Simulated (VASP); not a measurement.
# TaC: single point with PBE

Crystal: TaC.

```xyz
2
Lattice="0.0000 2.1776 2.1776 2.1776 0.0000 2.1776 2.1776 2.1776 0.0000" Properties=species:S:1:pos:R:3 pbc="T T T"
Ta    0.0000    0.0000    0.0000
C     2.1776    2.1776    2.1776
```

```
Program             : VASP 6.6.1
Task                : single point
Functional          : PBE
Potentials or basis : VASP PAW PBE potentials, release 64 (Ta_pv, C)
Cutoff              : 600 eV
k mesh              : 11 × 11 × 11
Occupations         : fermi-dirac, width 0.1 eV
Spin                : no spin polarisation
```

```json
{
 "Pressure": "32.4 GPa",
 "Band gap on the k mesh": "zero (an odd number of electrons rules out a gap without spin polarisation)"
}
```

Levels at points of the mesh, in eV from the Fermi level:
```csv
k point,band 5,band 6,band 7,band 8,band 9,band 10,band 11,band 12
"(0.00, 0.00, 0.00)",-1.53,-1.53,-1.53,-0.59,-0.59,-0.59,0.67,0.67
```

Run time: 26 s on 1 thread of Intel(R) Xeon(R) Platinum 8488C (Sapphire Rapids) (shared host), peak memory 0.17 GiB.

Caveat: the cell stands under pressure; spin-orbit coupling is left out, which moves the levels of the heavy elements.
